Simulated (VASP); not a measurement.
# Sr2C in VASP: further runs

Runs on Sr2C. Level: HSE06. Tasks: single point.

All numbers are computed with VASP 6.6.1; they aren't measurements. Logs are shortened: lines on timing, memory, paths and dates and some standing lists are left out, and cuts for length are marked.

## Step 1: The cell of the first run

Symmetry: R-3m, No. 166, trigonal system. Conventional cell: a = 4.752 Å, b = 4.752 Å, c = 11.898 Å, α = 90.00°, β = 90.00°, γ = 120.00°. Within 3.8 Å of C (site symmetry -3m) lie 8 Sr at 2.92 to 2.97 Å. Within 3.8 Å of Sr (site symmetry 3m) lie 4 C at 2.92 to 2.97 Å and 6 Sr at 3.39 Å.

## Step 2: Single point, HSE06 (strain along [111] +2.2%)

The input, POSCAR:

```
Sr2C
1.0
    0.0497301082      3.4098725547      3.4098725547
    3.4098725547      0.0497301082      3.4098725547
    3.4098725547      3.4098725547      0.0497301082
C Sr
1 2
Direct
    0.0000000000      0.0000000000      0.0000000000
    0.2500000000      0.2500000000      0.2500000000
    0.7500000000      0.7500000000      0.7500000000
```

The input, INCAR.step1:

```
  PREC = Accurate
  ENCUT = 520
  EDIFF = 1E-5
  ISMEAR = -1
  SIGMA = 0.02
  LREAL = F
  LASPH = T
  NELM = 100
  ALGO = Normal
  ISIF = 2
  LWAVE = T
  LCHARG = F
  NBANDS = 19
  GGA = PE
```

The input, INCAR.step2:

```
  PREC = Accurate
  ENCUT = 520
  EDIFF = 1E-6
  ISMEAR = -1
  SIGMA = 0.02
  LREAL = F
  LASPH = T
  NELM = 100
  ALGO = Normal
  ISIF = 2
  LWAVE = F
  LCHARG = F
  GGA = PE
  LHFCALC = T
  HFSCREEN = 0.2079
  PRECFOCK = Normal
  NBANDS = 19
  ISTART = 1
```

The input, KPOINTS:

```
Automatic mesh
0
Gamma
  4 4 4
```

Potentials or basis: VASP PAW PBE potentials, release 64 (C, Sr_sv).

Run with:

```bash
> cat potpaw_PBE.64/C/POTCAR potpaw_PBE.64/Sr_sv/POTCAR > POTCAR
> cp INCAR.step1 INCAR
> mpirun -np 1 vasp_std > vasp.out
> cp INCAR.step2 INCAR
> mpirun -np 1 vasp_std > vasp.out
```

OUTCAR:

```text
PREC = Accurate
   ENCUT = 520
   EDIFF = 1E-6
   ISMEAR = -1
   LREAL = F
   LASPH = T
   NELM = 100
   ISIF = 2
   GGA = PE
   LHFCALC = T
   HFSCREEN = 0.2079
   PRECFOCK = Normal
   ISTART = 1

 ion  position               nearest neighbor table
   1  0.000  0.000  0.000-   3 2.92   3 2.92   3 2.92   2 2.92   2 2.92   2 2.92   3 2.97   2 2.97

   2  0.250  0.250  0.250-   1 2.92   1 2.92   1 2.92   1 2.97   3 3.39   3 3.39   3 3.39   3 3.39
                             3 3.39   3 3.39
   3  0.750  0.750  0.750-   1 2.92   1 2.92   1 2.92   1 2.97   2 3.39   2 3.39   2 3.39   2 3.39
                             2 3.39   2 3.39

  LATTYP: Found a trigonal (rhomboedric) cell.
 ALAT       =     4.8225444282
 COS(alpha) =     0.5145294349

  Lattice vectors:

 A1 = (   0.0497301082,   3.4098725547,   3.4098725547)
 A2 = (   3.4098725547,   0.0497301082,   3.4098725547)
 A3 = (   3.4098725547,   3.4098725547,   0.0497301082)

Analysis of symmetry for initial positions (statically):
=====================================================================
 Subroutine PRICEL returns:
 Original cell was already a primitive cell.

 Routine SETGRP: Setting up the symmetry group for a
 trigonal (rhombohedral) supercell.

 Subroutine GETGRP returns: Found 12 space group operations
 (whereof 12 operations were pure point group operations)
 out of a pool of 12 trial point group operations.

The static configuration has the point symmetry D_3d.

Analysis of symmetry for dynamics (positions and initial velocities):
=====================================================================
 Subroutine PRICEL returns:
 Original cell was already a primitive cell.

 Routine SETGRP: Setting up the symmetry group for a
 trigonal (rhombohedral) supercell.

 Subroutine GETGRP returns: Found 12 space group operations
 (whereof 12 operations were pure point group operations)
 out of a pool of 12 trial point group operations.

The dynamic configuration has the point symmetry D_3d.

 Subroutine INISYM returns: Found 12 space group operations
 (whereof 12 operations are pure point group operations),
 and found     1 'primitive' translations

----------------------------------------------------------------------------------------

                                     Primitive cell

  volume of cell :      77.5602

  direct lattice vectors                    reciprocal lattice vectors
     0.049730108  3.409872555  3.409872555    -0.149880445  0.147725986  0.147725986
     3.409872555  0.049730108  3.409872555     0.147725986 -0.149880445  0.147725986
     3.409872555  3.409872555  0.049730108     0.147725986  0.147725986 -0.149880445

  length of vectors
     4.822544428  4.822544428  4.822544428     0.257118808  0.257118808  0.257118808

  position of ions in fractional coordinates (direct lattice)
     0.000000000  0.000000000  0.000000000
     0.250000000  0.250000000  0.250000000
     0.750000000  0.750000000  0.750000000

  ion indices of the primitive-cell ions
   primitive index   ion index
                 1           1
                 2           2
                 3           3

----------------------------------------------------------------------------------------

 KPOINTS: Automatic mesh

Automatic generation of k-mesh.
 Grid dimensions read from file:
 generate k-points for:    4    4    4

 Generating k-lattice:

  Cartesian coordinates                     Fractional coordinates (reciprocal lattice)
    -0.037470111  0.036931497  0.036931497     0.250000000  0.000000000 -0.000000000
     0.036931497 -0.037470111  0.036931497     0.000000000  0.250000000 -0.000000000
     0.036931497  0.036931497 -0.037470111     0.000000000  0.000000000  0.250000000

  Length of vectors
     0.064279702  0.064279702  0.064279702

  Shift w.r.t. Gamma in fractional coordinates (k-lattice)
     0.000000000  0.000000000  0.000000000

 Subroutine IBZKPT returns following result:
 ===========================================

 Found     13 irreducible k-points:

 Following reciprocal coordinates:
            Coordinates               Weight
  0.000000  0.000000  0.000000      1.000000
  0.250000  0.000000 -0.000000      6.000000
  0.500000  0.000000 -0.000000      3.000000
  0.250000  0.250000  0.000000      6.000000
  0.500000  0.250000  0.000000     12.000000
 -0.250000  0.250000  0.000000      6.000000
  0.500000  0.500000  0.000000      3.000000
  0.250000  0.250000  0.250000      2.000000
  0.500000  0.250000  0.250000      6.000000
 -0.250000  0.250000  0.250000      6.000000
  0.500000  0.500000  0.250000      6.000000
 -0.250000  0.500000  0.250000      6.000000
  0.500000  0.500000  0.500000      1.000000
   k-points           NKPTS =     13   k-points in BZ     NKDIM =     64   number of bands    NBANDS=     19
   number of dos      NEDOS =    301   number of ions     NIONS =      3
   total plane-waves  NPLWV =  46656
   dimension x,y,z NGX =    36 NGY =   36 NGZ =   36
   dimension x,y,z NGXF=    72 NGYF=   72 NGZF=   72
   ions per type =               1   2
   NGX,Y,Z   is equivalent  to a cutoff of  12.41, 12.41, 12.41 a.u.
   NGXF,Y,Z  is equivalent  to a cutoff of  24.82, 24.82, 24.82 a.u.
 SYSTEM =  unknown system
   PREC   = accura    normal or accurate (medium, high low for compatibility)
   ISTART =      1    job   : 0-new  1-cont  2-samecut
   ICHARG =      0    charge: 1-file 2-atom 10-const
   ISPIN  =      1    spin polarized calculation?
   LNONCOLLINEAR =      F non collinear calculations
   LSORBIT =      F    spin-orbit coupling
   LASPH  =      T    aspherical Exc in radial PAW
   ENCUT  =  520.0 eV  38.22 Ry    6.18 a.u.   8.97  8.97  8.97*2*pi/ulx,y,z
   NELM   =    100;   NELMIN=  2; NELMDL=  0     # of ELM steps
   EDIFF  = 0.1E-05   stopping-criterion for ELM
   LREAL  =      F    real-space projection
   EDIFFG = 0.1E-04   stopping-criterion for IOM
   NSW    =      0    number of steps for IOM
   IBRION =     -1    ionic relax: 0-MD 1-quasi-New 2-CG
   NFREE  =      0    steps in history (QN), initial steepest desc. (CG)
   ISIF   =      2    stress and relaxation
   ISYM   =      3    0-nonsym 1-usesym 2-fastsym
   POTIM  = 0.5000    time-step for ionic-motion
   TEBEG  =    0.0;   TEEND  =   0.0 temperature during run
   PSTRESS=    0.0 pullay stress
   NELECT =      24.0000    total number of electrons
   NUPDOWN=      -1.0000    fix difference up-down
   EMIN   =  10.00;   EMAX   =-10.00  energy-range for DOS
   EFERMI =   0.00;   METHOD = LEGACY
   ISMEAR =    -1;   SIGMA  =   0.02  broadening in eV -4-tet -1-fermi 0-gaus
   EFERMI_NEDOS =   21; number of points for ismear=-14 and -15
   IALGO  =     38    algorithm
   IMIX   =      1    mixing-type and parameters
     AMIX     =   0.40;   BMIX     =  1.00
     AMIX_MAG =   1.60;   BMIX_MAG =  1.00
  volume/ion in A,a.u.               =      25.85       174.47
  Fermi-wavevector in a.u.,A,eV,Ry     =   1.107301  2.092495 16.682307  1.226115
  Thomas-Fermi vector in A             =   2.243813
   LORBIT       =      0    0 simple, 1 ext, 2 COOP (PROOUT), +10 PAW based schemes
   GGA     = PE    functional components
   LHFCALC =     T    Hartree Fock is set to
   PRECFOCK=normal    Normal, Fast or Accurate (Low or Medium for compatibility)
   ENCUT4O =  -1.0   cutoff for four orbital integrals eV
   NKREDX  =     1    reduce k-point grid by
   NKREDY  =     1    reduce k-point grid by
   NKREDZ  =     1    reduce k-point grid by
   AEXX    =    0.2500 exact exchange contribution
   HFSCREEN=    0.2079 screening length (either q_TF or 0.3 A-1)
   HFSCREENC=   0.2079 screening length for correlation (either q_TF or 0.3 A-1)
   ENCUTFOCK=  -1.0 apply spherical cutoff to Coloumb kernel
   IVDW    =     0    specifies the selected vdW correction
   LEPSILON=     F    determine dielectric tensor
   LRPA    =     F    only Hartree local field effects (RPA)
 non-spin polarized calculation
  energy-cutoff  :      520.00
  volume of cell :       77.56
 maximum number of plane-waves:      2106
  NGX = 28; NGY = 28; NGZ = 28

 number of electron      24.0000000 magnetization

 Free energy of the ion-electron system (eV)
  ---------------------------------------------------
  ext. energy  EPLUGINS =         0.00000000
  ---------------------------------------------------
  free energy    TOTEN  =       -11.76727382 eV

  energy without entropy =      -11.76726114  energy(sigma->0) =      -11.76726748

 E-fermi :   2.7365     XC(G=0):  -7.5370

 val. band max:        2.5693632769   @ k =   0.5000   0.5000   0.0000
 cond. band min:       2.8721352820   @ k =   0.0000   0.0000   0.0000
 fundamental gap:      0.3027720050
 Fermi energy:         2.7364708130

 k-point     1 :       0.0000    0.0000    0.0000
  band No.  band energies     occupation
      1     -35.4771      2.00000
      2     -35.2133      2.00000
      3     -16.4668      2.00000
      4     -16.4278      2.00000
      5     -16.4278      2.00000
      6     -15.8038      2.00000
[... 11 lines left out ...]
     18       8.7191      0.00000
     19      11.2145      0.00000

 k-point     2 :       0.2500    0.0000   -0.0000
  band No.  band energies     occupation
      1     -35.4371      2.00000
      2     -35.2506      2.00000
      3     -16.3960      2.00000
      4     -16.3765      2.00000
      5     -16.3522      2.00000
      6     -15.9683      2.00000
[... 11 lines left out ...]
     18       8.4367      0.00000
     19       9.8329      0.00000

 k-point     3 :       0.5000    0.0000   -0.0000
  band No.  band energies     occupation
      1     -35.3426      2.00000
      2     -35.3423      2.00000
      3     -16.2636      2.00000
      4     -16.2159      2.00000
      5     -16.1695      2.00000
      6     -16.1548      2.00000
[... 11 lines left out ...]
     18       8.0212      0.00000
     19       8.0414      0.00000

 k-point     4 :       0.2500    0.2500    0.0000
  band No.  band energies     occupation
      1     -35.4311      2.00000
      2     -35.2553      2.00000
      3     -16.5354      2.00000
      4     -16.5090      2.00000
      5     -16.3288      2.00000
      6     -16.0475      2.00000
[... 165 lines left out ...]
     18       8.4744      0.00000
     19       9.0948      0.00000

 k-point    12 :      -0.2500    0.5000    0.2500
  band No.  band energies     occupation
      1     -35.3410      2.00000
      2     -35.3408      2.00000
      3     -16.7295      2.00000
      4     -16.6795      2.00000
      5     -16.1725      2.00000
      6     -16.1723      2.00000
[... 11 lines left out ...]
     18       7.7084      0.00000
     19       9.7715      0.00000

 k-point    13 :       0.5000    0.5000    0.5000
  band No.  band energies     occupation
      1     -35.3434      2.00000
      2     -35.3428      2.00000
      3     -16.2704      2.00000
      4     -16.2228      2.00000
      5     -16.1531      2.00000
      6     -16.1531      2.00000
[... 11 lines left out ...]
     18       7.9154      0.00000
     19       8.0374      0.00000

------------------------ aborting loop because EDIFF is reached ----------------------------------------

  FORCE on cell =-STRESS in cart. coord.  units (eV):
  Direction    XX          YY          ZZ          XY          YZ          ZX
  --------------------------------------------------------------------------------------
  -------------------------------------------------------------------------------------
  Total       -0.2086945     -0.2086945     -0.2086945     -0.0474663     -0.0474663     -0.0474663
  in kB       -4.3110452     -4.3110452     -4.3110452     -0.9805211     -0.9805211     -0.9805211
  external PRESSURE =      -4.3110452 kB  Pullay stress =       0.0000000 kB

 VOLUME and BASIS-vectors are now :
 -----------------------------------------------------------------------------
  energy-cutoff  :      520.00
  volume of cell :       77.56
      direct lattice vectors                 reciprocal lattice vectors
     0.049730108  3.409872555  3.409872555    -0.149880445  0.147725986  0.147725986
     3.409872555  0.049730108  3.409872555     0.147725986 -0.149880445  0.147725986
     3.409872555  3.409872555  0.049730108     0.147725986  0.147725986 -0.149880445

 POSITION                                       TOTAL-FORCE (eV/Angst)
 -----------------------------------------------------------------------------------
      0.00000      0.00000      0.00000        -0.000000      0.000000      0.000000
      1.71737      1.71737      1.71737         0.005590      0.005590      0.005590
      5.15211      5.15211      5.15211        -0.005590     -0.005590     -0.005590
 -----------------------------------------------------------------------------------
    total drift:                               -0.000000      0.000000      0.000000

  FREE ENERGIE OF THE ION-ELECTRON SYSTEM (eV)
  ---------------------------------------------------
  free  energy   TOTEN  =       -11.7672738248 eV

  energy  without entropy=      -11.7672611449  energy(sigma->0) =      -11.76726748
```

It took 20 min on 1 thread of Intel Xeon 6975P-C (Granite Rapids), shared host; peak memory 0.33 GiB.

Results:

```yaml
Free_energy: -11.7673 eV
Pressure: -0.4 GPa
Largest_force: 0.010 eV/Å
Band_gap_on_the_k_mesh: 0.30 eV (least direct gap 0.41 eV)
```

Forces on the atoms (eV/Å):
```
C    0.000  0.000  0.000
Sr   0.006  0.006  0.006
Sr  -0.006 -0.006 -0.006
```

Caveat: the cell differs from its parent crystal (strain along [111] +2.2%); the PAW data sets were made with another functional, which shifts forces and pressure a little.

## Step 3: Single point, HSE06 (biaxial xy strain -2.3%)

The input, POSCAR:

```
Sr2C
1.0
    0.0000000000      3.2825231560      3.3601424465
    3.2825231560      0.0000000000      3.3601424465
    3.2825231560      3.2825231560      0.0000000000
C Sr
1 2
Direct
    0.0000000000      0.0000000000      0.0000000000
    0.2500000000      0.2500000000      0.2500000000
    0.7500000000      0.7500000000      0.7500000000
```

The input, INCAR.step1:

```
PREC = Accurate
ENCUT = 520
EDIFF = 1E-5
ISMEAR = -1
SIGMA = 0.02
LREAL = False
LASPH = True
NELM = 80
ALGO = Normal
ISIF = 2
LWAVE = True
LCHARG = False
NBANDS = 19
GGA = PE
```

The input, INCAR.step2:

```
PREC = Accurate
ENCUT = 520
EDIFF = 1E-7
ISMEAR = -1
SIGMA = 0.02
LREAL = False
LASPH = True
NELM = 80
ALGO = Normal
ISIF = 2
LWAVE = False
LCHARG = False
GGA = PE
LHFCALC = True
HFSCREEN = 0.2079
PRECFOCK = Normal
NBANDS = 19
ISTART = 1
```

KPOINTS is that of step 2.

Potentials or basis: VASP PAW PBE potentials, release 64 (C, Sr_sv).

Run with:

```bash
> cat potpaw_PBE.64/C/POTCAR potpaw_PBE.64/Sr_sv/POTCAR > POTCAR
> cp INCAR.step1 INCAR
> mpirun -np 1 vasp_std > vasp.out
> cp INCAR.step2 INCAR
> mpirun -np 1 vasp_std > vasp.out
```

Run time: 39 min. Hardware: 1 thread of Intel Xeon Platinum 8375C at 2.90GHz (Ice Lake), shared host; peak memory 0.33 GiB.

It converged, with:

- Free energy: -11.7277 eV
- Pressure: 2.5 GPa
- Band gap on the k mesh: 0.23 eV

Stress tensor (GPa, compression positive):
```
3.38 0.00 0.00
0.00 3.38 0.00
0.00 0.00 0.73
```

Levels at points of the mesh, in eV from the valence-band top:
| k point | band 9 | band 10 | band 11 | band 12 | band 13 | band 14 | band 15 | band 16 |
| --- | --- | --- | --- | --- | --- | --- | --- | --- |
| (0.00, 0.00, 0.00) | -9.49 | -1.78 | -1.67 | -1.67 | 0.44 | 1.99 | 2.02 | 6.09 |
| (0.50, 0.00, 0.00) | -8.84 | -1.85 | -0.79 | -0.70 | 2.67 | 3.39 | 3.55 | 4.55 |
| (0.50, 0.50, 0.00) | -8.75 | -2.33 | 0.00 | 0.00 | 0.23 | 3.03 | 3.03 | 5.83 |
| (0.50, 0.00, 0.50) | -8.77 | -2.25 | -0.10 | -0.03 | 0.34 | 2.84 | 3.18 | 5.47 |

Caveat: the cell differs from its parent crystal (biaxial xy strain -2.3%); the PAW data sets were made with another functional, which shifts forces and pressure a little. A k mesh can miss the band edges.
